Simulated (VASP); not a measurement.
H3C5, 32 atoms in the cell. The cell holds a slab with vacuum, 32 atoms: a = 5.049 Å, b = 5.049 Å, c = 17.136 Å, α = 90.00°, β = 90.00°, γ = 90.00°. 

* Program: VASP 6.6.1
* Task: single point
* Functional: PBE
* Potentials or basis: VASP PAW PBE potentials, release 64 (H, C)
* Cutoff: 520 eV
* k mesh: 2 × 2 × 1
* Occupations: gaussian, width 0.05 eV
* Spin: no spin polarisation
* Dipole correction: no
* Further INCAR settings: LREAL = Auto; ALGO = Normal; EDIFF = 1e-06; NBANDS = 68

Potentials or basis: VASP PAW PBE potentials, release 64 (H, C).

Launch:

```bash
$ cat potpaw_PBE.64/H/POTCAR potpaw_PBE.64/C/POTCAR > POTCAR
$ mpirun -np 1 vasp_std > vasp.out
```

Hardware: 1 thread of Intel(R) Xeon(R) 6975P-C (Granite Rapids) (shared host).

Estimate the wall time of this run.

Run time: 2.3 min on 1 thread of Intel(R) Xeon(R) 6975P-C (Granite Rapids), on a shared host, peak memory 0.49 GiB. Counts: scf iterations 24, k points 4.
